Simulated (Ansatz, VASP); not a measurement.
# KI in VASP and in Ansatz

File INCAR:

```
SYSTEM = KI
PREC = Accurate ; ENCUT = 520
EDIFF = 1E-7 ; ISMEAR = 0
SIGMA = 0.05 ; LREAL = .FALSE.
LASPH = .TRUE. ; NELM = 100
ALGO = Normal ; ISIF = 2
LWAVE = .FALSE. ; LCHARG = .FALSE.
GGA = PE ; NBANDS = 15
```

File KPOINTS:

```
regular mesh
0
G
  6 6 6
  0 0 0
```

Contents of POSCAR:

```
KI
1.0
    0.0000000000      3.4438328306      3.5873258652
    3.4438328306      0.0000000000      3.5873258652
    3.4438328306      3.4438328306      0.0000000000
K I
1 1
Direct
    0.0000000000      0.0000000000      0.0000000000
    0.5000000000      0.5000000000      0.5000000000
```

Input for Ansatz:

```yaml
crystal:
  lattice:
    - [0.0, 3.4438328306, 3.5873258652]
    - [3.4438328306, 0.0, 3.5873258652]
    - [3.4438328306, 3.4438328306, 0.0]
  atoms:
    - { symbol: K, position: [0.0, 0.0, 0.0] }
    - { symbol: I, position: [0.5, 0.5, 0.5] }
basis:
  ecutwfc: 420
kpoints:
  mp_grid: { grid: [6, 6, 6] }
hamiltonian:
  xc: pbe
scf:
  occupations: { method: gaussian, width: 0.05 }
output:
  forces: true
  stress: true
  eigenvalues: true
```

Change from the starting cell: mode 6 frozen in at -0.000 Å, equal normal strain along x and y -0.0400.

Alike in both runs: task single point; functional PBE; k mesh 6 × 6 × 6; occupations gaussian, width 0.05 eV; no spin polarisation.

```csv
,VASP,Ansatz
version,VASP 6.6.1,Ansatz 0.2.0
potentials or method,"VASP PAW PBE potentials, release 64 (K_sv, I), cutoff 520 eV","scalar-relativistic, plane waves, PAW"
valence electrons in the cell,16,26
```

```tsv
	VASP	Ansatz	Ansatz less VASP
gap on the k mesh at the Fermi level (eV)	4.04	4.04	+0.004
least direct gap on the mesh (eV)	4.04	4.04	+0.004
pressure (GPa)	1.2	1.2	-0.03
traceless stress, the component that is largest in VASP (GPa)	-0.82	-0.81	+0.010
```

VASP's potentials hold 16 valence electrons a cell and Ansatz's 26, so a difference there can come from the potentials and not from the codes.

Spin-orbit coupling is off throughout.
